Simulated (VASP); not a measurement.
# Al (Fm-3m) in VASP: notebook

The runs below take Al through single point, with r2SCAN.

Program: VASP 6.6.1. These are calculated values, not measurements. Logs are shortened: lines on timing, memory, paths and dates and some standing lists are left out, and cuts for length are marked.

## Step 1: The cell of the first run

It takes space group Fm-3m (No. 225, cubic). Conventional cell: a = 3.993 Å, b = 3.993 Å, c = 3.993 Å, α = 90.00°, β = 90.00°, γ = 90.00°. Al (site symmetry m-3m) has 12 Al at 2.82 Å within 3.7 Å.

## Step 2: Single point, r2SCAN

File POSCAR:

```
Al
1.0
    0.0000000000      1.9966927595      1.9966927595
    1.9966927595      0.0000000000      1.9966927595
    1.9966927595      1.9966927595      0.0000000000
Al
1
Direct
    0.0000000000      0.0000000000      0.0000000000
```

File INCAR.step1:

```
SYSTEM = Al
  ALGO = Normal
  EDIFF = 1E-4
  ENCUT = 520
  GGA = PE
  ISMEAR = 1
  LASPH = .TRUE.
  LCHARG = .FALSE.
  LREAL = .FALSE.
  LWAVE = .TRUE.
  NBANDS = 8
  NELM = 80
  PREC = Accurate
  SIGMA = 0.2
```

File INCAR.step2:

```
SYSTEM = Al
  ALGO = Normal
  EDIFF = 1E-7
  ENCUT = 520
  ISIF = 2
  ISMEAR = 1
  ISTART = 1
  LASPH = .TRUE.
  LCHARG = .FALSE.
  LMIXTAU = .TRUE.
  LREAL = .FALSE.
  LWAVE = .FALSE.
  METAGGA = R2SCAN
  NBANDS = 8
  NELM = 80
  PREC = Accurate
  SIGMA = 0.2
```

File KPOINTS:

```
k-points
0
G
  14 14 14
  0 0 0
```

Potentials or basis: VASP PAW PBE potentials, release 64 (Al).

On the command line:

```console
> cat potpaw_PBE.64/Al/POTCAR > POTCAR
> cp INCAR.step1 INCAR
> mpirun -np 1 vasp_std > vasp.out
> cp INCAR.step2 INCAR
> mpirun -np 1 vasp_std > vasp.out
```

OUTCAR:

```text
SYSTEM = Al
   EDIFF = 1E-7
   ENCUT = 520
   ISIF = 2
   ISMEAR = 1
   ISTART = 1
   LASPH = .TRUE.
   LREAL = .FALSE.
   METAGGA = R2SCAN
   NELM = 80
   PREC = Accurate

 ion  position               nearest neighbor table
   1  0.000  0.000  0.000-

  LATTYP: Found a face centered cubic cell.
 ALAT       =     3.9933855190

  Lattice vectors:

 A1 = (   0.0000000000,   1.9966927595,   1.9966927595)
 A2 = (   1.9966927595,   0.0000000000,   1.9966927595)
 A3 = (   1.9966927595,   1.9966927595,   0.0000000000)

Analysis of symmetry for initial positions (statically):
=====================================================================
 Subroutine PRICEL returns:
 Original cell was already a primitive cell.

 Routine SETGRP: Setting up the symmetry group for a
 face centered cubic supercell.

 Subroutine GETGRP returns: Found 48 space group operations
 (whereof 48 operations were pure point group operations)
 out of a pool of 48 trial point group operations.

The static configuration has the point symmetry O_h .

Analysis of symmetry for dynamics (positions and initial velocities):
=====================================================================
 Subroutine PRICEL returns:
 Original cell was already a primitive cell.

 Routine SETGRP: Setting up the symmetry group for a
 face centered cubic supercell.

 Subroutine GETGRP returns: Found 48 space group operations
 (whereof 48 operations were pure point group operations)
 out of a pool of 48 trial point group operations.

The dynamic configuration has the point symmetry O_h .

 Subroutine INISYM returns: Found 48 space group operations
 (whereof 48 operations are pure point group operations),
 and found     1 'primitive' translations

----------------------------------------------------------------------------------------

                                     Primitive cell

  volume of cell :      15.9208

  direct lattice vectors                    reciprocal lattice vectors
     0.000000000  1.996692759  1.996692759    -0.250414090  0.250414090  0.250414090
     1.996692759  0.000000000  1.996692759     0.250414090 -0.250414090  0.250414090
     1.996692759  1.996692759  0.000000000     0.250414090  0.250414090 -0.250414090

  length of vectors
     2.823749980  2.823749980  2.823749980     0.433729926  0.433729926  0.433729926

  position of ions in fractional coordinates (direct lattice)
     0.000000000  0.000000000  0.000000000

  ion indices of the primitive-cell ions
   primitive index   ion index
                 1           1

----------------------------------------------------------------------------------------

 KPOINTS: k-points

Automatic generation of k-mesh.
 Grid dimensions read from file:
 generate k-points for:   14   14   14

 Generating k-lattice:

  Cartesian coordinates                     Fractional coordinates (reciprocal lattice)
    -0.017886721  0.017886721  0.017886721     0.071428571  0.000000000  0.000000000
     0.017886721 -0.017886721  0.017886721     0.000000000  0.071428571  0.000000000
     0.017886721  0.017886721 -0.017886721     0.000000000  0.000000000  0.071428571

  Length of vectors
     0.030980709  0.030980709  0.030980709

  Shift w.r.t. Gamma in fractional coordinates (k-lattice)
     0.000000000  0.000000000  0.000000000

 Subroutine IBZKPT returns following result:
 ===========================================

 Found    104 irreducible k-points:

 Following reciprocal coordinates:
            Coordinates               Weight
  0.000000  0.000000  0.000000      1.000000
  0.071429  0.000000  0.000000      8.000000
  0.142857  0.000000  0.000000      8.000000
  0.214286  0.000000  0.000000      8.000000
  0.285714  0.000000  0.000000      8.000000
  0.357143  0.000000  0.000000      8.000000
[... 16 lines left out ...]
  0.214286  0.142857  0.000000     24.000000
  0.285714  0.142857  0.000000     24.000000
 [... further k-points ...]
   k-points           NKPTS =    104   k-points in BZ     NKDIM =    104   number of bands    NBANDS=      8
   number of dos      NEDOS =    301   number of ions     NIONS =      1
   total plane-waves  NPLWV =  13824
   dimension x,y,z NGX =    24 NGY =   24 NGZ =   24
   dimension x,y,z NGXF=    48 NGYF=   48 NGZF=   48
   ions per type =               1
   NGX,Y,Z   is equivalent  to a cutoff of  14.13, 14.13, 14.13 a.u.
   NGXF,Y,Z  is equivalent  to a cutoff of  28.26, 28.26, 28.26 a.u.
 SYSTEM =  Al
   PREC   = accura    normal or accurate (medium, high low for compatibility)
   ISTART =      1    job   : 0-new  1-cont  2-samecut
   ICHARG =      0    charge: 1-file 2-atom 10-const
   ISPIN  =      1    spin polarized calculation?
   LNONCOLLINEAR =      F non collinear calculations
   LSORBIT =      F    spin-orbit coupling
   LASPH  =      T    aspherical Exc in radial PAW
   ENCUT  =  520.0 eV  38.22 Ry    6.18 a.u.   5.25  5.25  5.25*2*pi/ulx,y,z
   NELM   =     80;   NELMIN=  2; NELMDL=  0     # of ELM steps
   EDIFF  = 0.1E-06   stopping-criterion for ELM
   LREAL  =      F    real-space projection
   EDIFFG = 0.1E-05   stopping-criterion for IOM
   NSW    =      0    number of steps for IOM
   IBRION =     -1    ionic relax: 0-MD 1-quasi-New 2-CG
   NFREE  =      0    steps in history (QN), initial steepest desc. (CG)
   ISIF   =      2    stress and relaxation
   ISYM   =      2    0-nonsym 1-usesym 2-fastsym
   POTIM  = 0.5000    time-step for ionic-motion
   TEBEG  =    0.0;   TEEND  =   0.0 temperature during run
   PSTRESS=    0.0 pullay stress
   NELECT =       3.0000    total number of electrons
   NUPDOWN=      -1.0000    fix difference up-down
   EMIN   =  10.00;   EMAX   =-10.00  energy-range for DOS
   EFERMI =   0.00;   METHOD = LEGACY
   ISMEAR =     1;   SIGMA  =   0.20  broadening in eV -4-tet -1-fermi 0-gaus
   EFERMI_NEDOS =   21; number of points for ismear=-14 and -15
   IALGO  =     38    algorithm
   IMIX   =      4    mixing-type and parameters
     AMIX     =   0.40;   BMIX     =  1.00
     AMIX_MAG =   1.60;   BMIX_MAG =  1.00
  volume/ion in A,a.u.               =      15.92       107.44
  Fermi-wavevector in a.u.,A,eV,Ry     =   0.938557  1.773616 11.985227  0.880889
  Thomas-Fermi vector in A             =   2.065781
   LORBIT       =      0    0 simple, 1 ext, 2 COOP (PROOUT), +10 PAW based schemes
   METAGGA = R2SCAN    functional components
   LHFCALC =     F    Hartree Fock is set to
   AEXX    =    0.0000 exact exchange contribution
   IVDW    =     0    specifies the selected vdW correction
   LEPSILON=     F    determine dielectric tensor
   LRPA    =     F    only Hartree local field effects (RPA)
 non-spin polarized calculation
 Methfessel and Paxton  Order N= 1 SIGMA  =   0.20
  energy-cutoff  :      520.00
  volume of cell :       15.92
 maximum number of plane-waves:       444
 NGX is ok and might be reduce to    24
   NGX = 11   NGY = 11   NGZ = 11

 number of electron       3.0000000 magnetization

 Free energy of the ion-electron system (eV)
  ---------------------------------------------------
  ext. energy  EPLUGINS =         0.00000000
  ---------------------------------------------------
  free energy    TOTEN  =        -6.73343003 eV

  energy without entropy =       -6.73370462  energy(sigma->0) =       -6.73352156

 E-fermi :   8.3649     XC(G=0): -11.0402

 val. band max:        8.2769246292   @ k =  -0.3571   0.4286   0.2143
 cond. band min:       8.3871288408   @ k =   0.5000   0.2857   0.0000
 fundamental gap:      0.1102042116
 Fermi energy:         8.3649406926

 k-point     1 :       0.0000    0.0000    0.0000
  band No.  band energies     occupation
      1      -3.7000      2.00000
      2      21.9193      0.00000
      3      21.9193      0.00000
      4      21.9193      0.00000
      5      24.1140      0.00000
      6      24.1140      0.00000
      7      24.1140      0.00000
      8      26.0148      0.00000

 k-point     2 :       0.0714    0.0000    0.0000
  band No.  band energies     occupation
      1      -3.5492      2.00000
      2      19.7272      0.00000
      3      21.5315      0.00000
      4      21.5315      0.00000
      5      24.6050      0.00000
      6      24.7418      0.00000
      7      24.7418      0.00000
      8      27.6077      0.00000

 k-point     3 :       0.1429    0.0000    0.0000
  band No.  band energies     occupation
      1      -3.0976      2.00000
      2      16.6212      0.00000
      3      20.9179      0.00000
      4      20.9179      0.00000
      5      24.4269      0.00000
      6      25.9517      0.00000
      7      25.9517      0.00000
      8      27.1363      0.00000

 k-point     4 :       0.2143    0.0000    0.0000
  band No.  band energies     occupation
      1      -2.3482      2.00000
      2      13.5822      0.00000
      3      20.4434      0.00000
      4      20.4434      0.00000
      5      24.1473      0.00000
      6      25.2116      0.00000
      7      25.2116      0.00000
      8      27.9867      0.00000

 k-point     5 :       0.2857    0.0000    0.0000
  band No.  band energies     occupation
      1      -1.3058      2.00000
      2      10.7245     -0.00000
      3      20.1836      0.00000
      4      20.1836      0.00000
      5      23.8069      0.00000
      6      23.8069      0.00000
      7      23.9863      0.00000
      8      28.1523      0.00000
[... 177 lines left out ...]
 k-point    22 :       0.1429    0.1429    0.0000
  band No.  band energies     occupation
      1      -2.8974      2.00000
      2      18.7328      0.00000
      3      18.7821      0.00000
      4      18.7821      0.00000
      5      22.4983      0.00000
      6      23.3074      0.00000
      7      28.3932      0.00000
      8      28.3932      0.00000

 k-point    23 :       0.2143    0.1429    0.0000
  band No.  band energies     occupation
      1      -2.3482      2.00000
      2      15.9181      0.00000
      3      18.0770      0.00000
      4      19.2703      0.00000
      5      21.3508      0.00000
      6      22.7362      0.00000
      7      28.8772      0.00000
      8      29.2242      0.00000

 k-point    24 :       0.2857    0.1429    0.0000
  band No.  band energies     occupation
      1      -1.5038      2.00000
      2      13.0272      0.00000
      3      17.6222      0.00000
      4      19.0495      0.00000
      5      19.8795      0.00000
      6      24.0935      0.00000
      7      28.1890      0.00000
      8      28.8461      0.00000

 [... further k-points ...]

------------------------ aborting loop because EDIFF is reached ----------------------------------------

  FORCE on cell =-STRESS in cart. coord.  units (eV):
  Direction    XX          YY          ZZ          XY          YZ          ZX
  --------------------------------------------------------------------------------------
  -------------------------------------------------------------------------------------
  Total       -0.0712479     -0.0712479     -0.0712479     -0.0000000     -0.0000000      0.0000000
  in kB       -7.1699964     -7.1699964     -7.1699964     -0.0000000     -0.0000000      0.0000000
  external PRESSURE =      -7.1699964 kB  Pullay stress =       0.0000000 kB

 VOLUME and BASIS-vectors are now :
 -----------------------------------------------------------------------------
  energy-cutoff  :      520.00
  volume of cell :       15.92
      direct lattice vectors                 reciprocal lattice vectors
     0.000000000  1.996692759  1.996692759    -0.250414090  0.250414090  0.250414090
     1.996692759  0.000000000  1.996692759     0.250414090 -0.250414090  0.250414090
     1.996692759  1.996692759  0.000000000     0.250414090  0.250414090 -0.250414090

 POSITION                                       TOTAL-FORCE (eV/Angst)
 -----------------------------------------------------------------------------------
      0.00000      0.00000      0.00000         0.000000      0.000000      0.000000
 -----------------------------------------------------------------------------------
    total drift:                               -0.000000      0.000000      0.000000

  FREE ENERGIE OF THE ION-ELECTRON SYSTEM (eV)
  ---------------------------------------------------
  free  energy   TOTEN  =        -6.7334300287 eV

  energy  without entropy=       -6.7337046212  energy(sigma->0) =       -6.73352156
```

It took 34 s on 1 thread of Intel Xeon Platinum 8259CL at 2.50GHz (Skylake/Cascade Lake), shared host; peak memory 0.14 GiB.

Results:

```
Free energy : -6.7334 eV
Pressure    : -0.7 GPa
```

Caveat: the PAW data sets were made with another functional, which shifts forces and pressure a little.

## Step 3: Single point, r2SCAN

POSCAR is that of step 2.

File INCAR.step1:

```
ALGO = Normal
EDIFF = 1E-4
ENCUT = 520
GGA = PE
ISMEAR = 1
LASPH = T
LCHARG = F
LREAL = F
LWAVE = T
NBANDS = 8
NELM = 80
PREC = Accurate
SIGMA = 0.3
```

File INCAR.step2:

```
ALGO = Normal
EDIFF = 1E-6
ENCUT = 520
ISIF = 2
ISMEAR = 1
ISTART = 1
LASPH = T
LCHARG = F
LMIXTAU = T
LREAL = F
LWAVE = F
METAGGA = R2SCAN
NBANDS = 8
NELM = 80
PREC = Accurate
SIGMA = 0.3
```

File KPOINTS:

```
k-points
0
Gamma
  14 14 14
```

Potentials or basis: VASP PAW PBE potentials, release 64 (Al).

On the command line:

```console
> cat potpaw_PBE.64/Al/POTCAR > POTCAR
> cp INCAR.step1 INCAR
> mpirun -np 1 vasp_std > vasp.out
> cp INCAR.step2 INCAR
> mpirun -np 1 vasp_std > vasp.out
```

Wall time 29 s (1 thread of Intel Xeon Platinum 8259CL at 2.50GHz (Skylake/Cascade Lake), shared host); peak memory 0.14 GiB.

It converged, with:

| Quantity | Value |
| --- | --- |
| Free energy | -6.7332 eV |
| Pressure | -0.6 GPa |

Levels at points of the mesh, in eV from the Fermi level:
```csv
k point,band 1,band 2,band 3,band 4
"(0.00, 0.00, 0.00)",-12.07,13.55,13.55,13.55
"(0.50, 0.00, 0.00)",-5.12,-4.56,12.28,12.28
"(0.50, 0.50, 0.00)",-3.22,-1.64,5.50,6.21
```

Caveat: the PAW data sets were made with another functional, which shifts forces and pressure a little.

## Step 4: Single point, r2SCAN

POSCAR is that of step 3.

File INCAR.step1:

```
ALGO     = Normal         # electronic algorithm
EDIFF    = 1E-4           # SCF threshold, eV
ENCUT    = 520            # plane-wave cutoff, eV
GGA      = PE             # functional
ISMEAR   = 1              # smearing method
LASPH    = T              # aspherical terms in the spheres
LCHARG   = F              # write CHGCAR
LREAL    = F              # projectors in reciprocal space
LWAVE    = T              # write WAVECAR
NBANDS   = 8              # bands
NELM     = 60             # most SCF steps
PREC     = Accurate       # precision mode
SIGMA    = 0.6            # smearing width, eV
```

File INCAR.step2:

```
ALGO     = Normal         # electronic algorithm
EDIFF    = 1E-6           # SCF threshold, eV
ENCUT    = 520            # plane-wave cutoff, eV
ISIF     = 2              # what is computed and relaxed
ISMEAR   = 1              # smearing method
ISTART   = 1            
LASPH    = T              # aspherical terms in the spheres
LCHARG   = F              # write CHGCAR
LMIXTAU  = T            
LREAL    = F              # projectors in reciprocal space
LWAVE    = F              # write WAVECAR
METAGGA  = R2SCAN         # meta-GGA
NBANDS   = 8              # bands
NELM     = 60             # most SCF steps
PREC     = Accurate       # precision mode
SIGMA    = 0.6            # smearing width, eV
```

KPOINTS is that of step 3.

On the command line:

```console
> cat potpaw_PBE.64/Al/POTCAR > POTCAR
> cp INCAR.step1 INCAR
> mpirun -np 1 vasp_std > vasp.out
> cp INCAR.step2 INCAR
> mpirun -np 1 vasp_std > vasp.out
```

Run time: 30 s. Hardware: 1 thread of Intel Xeon Platinum 8259CL at 2.50GHz (Skylake/Cascade Lake), shared host; peak memory 0.14 GiB.

The run converged. Its results:

| Quantity | Value |
| --- | --- |
| Free energy | -6.7336 eV |
| Pressure | -0.4 GPa |

Levels at points of the mesh, in eV from the Fermi level:
| k point | band 1 | band 2 | band 3 | band 4 |
| --- | --- | --- | --- | --- |
| (0.00, 0.00, 0.00) | -12.09 | 13.53 | 13.53 | 13.53 |
| (0.50, 0.00, 0.00) | -5.15 | -4.58 | 12.25 | 12.25 |
| (0.50, 0.50, 0.00) | -3.25 | -1.67 | 5.47 | 6.18 |

Caveat: the PAW data sets were made with another functional, which shifts forces and pressure a little.

## Step 5: Single point, r2SCAN

POSCAR is that of step 4.

File INCAR.step1:

```
PREC = Accurate
ENCUT = 520
ISMEAR = 1
SIGMA = 1.0
LREAL = False
LASPH = True
NELM = 60
NBANDS = 8
GGA = PE
ALGO = Normal
EDIFF = 1E-4
LWAVE = True
LCHARG = False
```

File INCAR.step2:

```
PREC = Accurate
ENCUT = 520
EDIFF = 1E-6
ISMEAR = 1
SIGMA = 1.0
LREAL = False
LASPH = True
NELM = 60
ALGO = Normal
ISIF = 2
LWAVE = False
LCHARG = False
METAGGA = R2SCAN
LMIXTAU = True
NBANDS = 8
ISTART = 1
```

File KPOINTS:

```
Automatic mesh
0
Gamma
  14 14 14
```

On the command line:

```console
> cat potpaw_PBE.64/Al/POTCAR > POTCAR
> cp INCAR.step1 INCAR
> mpirun -np 1 vasp_std > vasp.out
> cp INCAR.step2 INCAR
> mpirun -np 1 vasp_std > vasp.out
```

Run time: 32 s. Hardware: 1 thread of Intel Xeon Platinum 8259CL at 2.50GHz (Skylake/Cascade Lake), shared host; peak memory 0.14 GiB.

Results (log left out):

```
Free energy : -6.7359 eV
Pressure    : -0.2 GPa
```

Levels at points of the mesh, in eV from the Fermi level:
```csv
k point,band 1,band 2,band 3,band 4,band 5,band 6
"(0.00, 0.00, 0.00)",-12.09,13.53,13.53,13.53,15.72,15.72
"(0.50, 0.00, 0.00)",-5.15,-4.58,12.25,12.25,12.72,12.72
"(0.50, 0.50, 0.00)",-3.25,-1.67,5.47,6.18,6.18,10.28
```

Caveat: the PAW data sets were made with another functional, which shifts forces and pressure a little.

## Step 6: The runs side by side

| smearing | gap on the mesh (eV) | pressure (GPa) |
| --- | --- | --- |
| methfessel-paxton 0.2 eV | none | -0.7 |
| methfessel-paxton 0.3 eV | none | -0.6 |
| methfessel-paxton 0.6 eV | none | -0.4 |
| methfessel-paxton 1 eV | none | -0.2 |

Alike in all rows: task single point; level r2SCAN; potentials or basis VASP PAW PBE potentials, release 64 (Al); no spin polarisation; cell as given; k mesh 14 × 14 × 14; cutoff (eV) 520.

Every run on the cell as given and a fine mesh finds a metal.

Caveats: the PAW data sets were made with another functional, which shifts forces and pressure a little.

Total energies depend on the potentials used, so only differences within one code and one set of settings carry meaning.
